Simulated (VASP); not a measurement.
MoS2: single point with PBEsol

The system is MoS2, a slab with vacuum.

```
Mo S
1.0
     3.12044    0.00000    0.00000
    -1.56022    2.70238    0.00000
     0.00000    0.00000   17.33460
Mo S
1 2
Direct
  0.00000 0.00000 0.00000
  0.33333 0.66667 0.08949
  0.33333 0.66667 0.91051
```

* Program: VASP 6.6.1
* Task: single point
* Functional: PBEsol
* Potentials or basis: VASP PAW PBE potentials, release 64 (Mo_sv, S)
* Cutoff: 520 eV
* k mesh: 12 × 12 × 2
* Occupations: methfessel-paxton, width 0.1 eV
* Spin: no spin polarisation

```yaml
Largest_force: 0.284 eV/Å
Band_gap_on_the_k_mesh: 1.87 eV, direct
```

Forces in eV/Å, atoms in the order of the input:
```
Mo   0.000  0.000  0.000
S    0.000  0.000  0.284
S    0.000  0.000 -0.284
```

Levels at points of the mesh, in eV from the valence-band top:
| k point | band 9 | band 10 | band 11 | band 12 | band 13 | band 14 | band 15 | band 16 | band 17 | band 18 |
| --- | --- | --- | --- | --- | --- | --- | --- | --- | --- | --- |
| (0.00, 0.00, 0.00) | -2.65 | -1.89 | -1.46 | -1.46 | -0.10 | 2.96 | 2.96 | 3.26 | 3.26 | 5.47 |
| (0.50, 0.00, 0.00) | -4.24 | -3.25 | -1.95 | -0.86 | -0.66 | 2.48 | 2.99 | 4.03 | 4.59 | 6.27 |
| (0.00, 0.00, 0.50) | -2.65 | -1.89 | -1.46 | -1.46 | -0.10 | 2.96 | 2.96 | 3.26 | 3.26 | 5.56 |
| (0.50, 0.00, 0.50) | -4.24 | -3.25 | -1.95 | -0.86 | -0.66 | 2.48 | 2.99 | 4.03 | 4.59 | 6.27 |

Wall time 3.6 min on 1 thread of Intel Xeon 8259CL (shared host), peak memory 0.32 GiB.

Caveat: the PAW data sets were made with another functional, which shifts forces and pressure a little.
